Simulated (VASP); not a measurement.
Here is a VASP 6.6.1 calculation.

INCAR

```
SYSTEM = Si2W
PREC = Accurate ; ENCUT = 520
EDIFF = 1E-6 ; ISMEAR = 0
SIGMA = 0.15 ; LREAL = .FALSE.
LASPH = .TRUE. ; NELM = 80
ALGO = Normal ; ISIF = 2
LWAVE = .FALSE. ; LCHARG = .FALSE.
GGA = PS ; NBANDS = 56
```

KPOINTS

```
regular mesh
0
G
  10 10 6
  0 0 0
```

File POSCAR:

```
Si2W
1.0
    3.2024995641     -3.2024995641      0.0000000000
   -3.2024995641     -3.2024995641      0.0000000000
    0.0000000000      0.0000000000     -7.8157325223
Si W
8 4
Direct
    0.0000000000      0.5000000000      0.1655010552
    0.5000000000      0.5000000000      0.6655010552
    0.5000000000      1.0000000000      0.1655010552
    0.0000000000      1.0000000000      0.6655010552
    0.0000000000      0.5000000000      0.8344989448
    0.5000000000      0.5000000000      0.3344989448
    0.5000000000      1.0000000000      0.8344989448
    0.0000000000      1.0000000000      0.3344989448
    0.0000000000      0.0000000000     -0.0102357648
    0.5000000000      0.0000000000      0.5000000000
    0.5000000000      0.5000000000      0.0000000000
    0.0000000000      0.5000000000      0.5000000000
```

Potentials or basis: VASP PAW PBE potentials, release 64 (Si, W_sv).

Run with:

```console
$ cat potpaw_PBE.64/Si/POTCAR potpaw_PBE.64/W_sv/POTCAR > POTCAR
$ mpirun -np 1 vasp_std > vasp.out
```

(1) What does it give for the band gap on the k mesh?

(2) Estimate the pressure.

(3) Predict the largest force.

## Answers

(1) zero (bands 44 and 45 overlap by 1.23 eV).

(2) 0.6 GPa.

(3) 1.599 eV/Å.

Caveat: the cell differs from its parent crystal (atom 9 (W) moved +0.080 Å along Cartesian [0 0 1]); the PAW data sets were made with another functional, which shifts forces and pressure a little; spin-orbit coupling is left out, which moves the levels of the heavy elements.
